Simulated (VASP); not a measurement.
Input of a VASP 6.6.1 run:

File INCAR:

```
SYSTEM = NaI
  PREC = Accurate
  ENCUT = 520
  EDIFF = 1E-6
  ISMEAR = 0
  SIGMA = 0.05
  LREAL = .FALSE.
  LASPH = .TRUE.
  NELM = 80
  ALGO = Normal
  ISIF = 2
  LWAVE = .FALSE.
  LCHARG = .FALSE.
  GGA = PE
  IVDW = 12
  NBANDS = 22
```

File KPOINTS:

```
Automatic mesh
0
G
  6 6 4
  0 0 0
```

Contents of POSCAR:

```
NaI
1.0
    4.3496654906      0.0000000000      0.0000000000
    0.0000000000      4.0179430385      0.0000000000
    0.0000000000      0.0000000000      8.8062723733
Na I
2 2
Direct
    0.2500000000      0.5000000000      0.2750310000
    0.7500000000      0.5000000000      0.7249690000
    0.2500000000      0.0000000000      0.7424270000
    0.7500000000      0.0000000000      0.2575730000
```

Potentials or basis: VASP PAW PBE potentials, release 64 (Na_pv, I).

Command:

```sh
$ cat potpaw_PBE.64/Na_pv/POTCAR potpaw_PBE.64/I/POTCAR > POTCAR
$ mpirun -np 1 vasp_std > vasp.out
```

**Question.** Estimate the band gap on the k mesh.

**Answer.** 3.24 eV (least direct gap 3.28 eV).

**Question.** Predict the pressure.

**Answer.** 1.7 GPa.

**Question.** Predict the dispersion energy per atom.

**Answer.** -0.213 eV.

Stress tensor (GPa, compression positive):
```
 2.49  0.00  0.00
 0.00  3.70  0.00
 0.00  0.00 -1.20
```

Caveat: spin-orbit coupling is left out, which moves the levels of the heavy elements. A k mesh can miss the band edges.
